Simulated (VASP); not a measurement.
Here is a VASP 6.6.1 calculation.

The input INCAR:

```
PREC = Accurate
ENCUT = 840
EDIFF = 1E-6
ISMEAR = 0
SIGMA = 0.1
LREAL = False
LASPH = True
NELM = 120
ALGO = Normal
ISIF = 2
LWAVE = False
LCHARG = False
GGA = PE
NBANDS = 31
GGA_COMPAT = False
```

The input KPOINTS:

```
regular mesh
0
Gamma
  6 6 6
```

Contents of POSCAR:

```
MgZr2O2
1.0
   -2.9047862452      2.9047862452      3.9879960401
    2.9047862452     -2.9047862452      3.9879960401
    2.9047862452      2.9047862452     -3.9879960401
Mg Zr O
1 2 2
Direct
    0.5000000000      0.5000000000      0.0000000000
    0.5000000000      0.0000000000      0.5000000000
    0.0000000000      0.5000000000      0.5000000000
    0.7500000000      0.2500000000      0.5000000000
    0.2500000000      0.7500000000      0.5000000000
```

Potentials or basis: VASP PAW PBE potentials, release 64 (Mg_sv, Zr_sv, O).

The run is started by

```bash
$ cat potpaw_PBE.64/Mg_sv/POTCAR potpaw_PBE.64/Zr_sv/POTCAR potpaw_PBE.64/O/POTCAR > POTCAR
$ mpirun -np 1 vasp_std > vasp.out
```

(1) What does it give for the pressure?

(2) Predict the band gap on the k mesh.

## Answers

(1) 0.3 GPa.

(2) zero (bands 23 and 24 overlap by 0.06 eV).
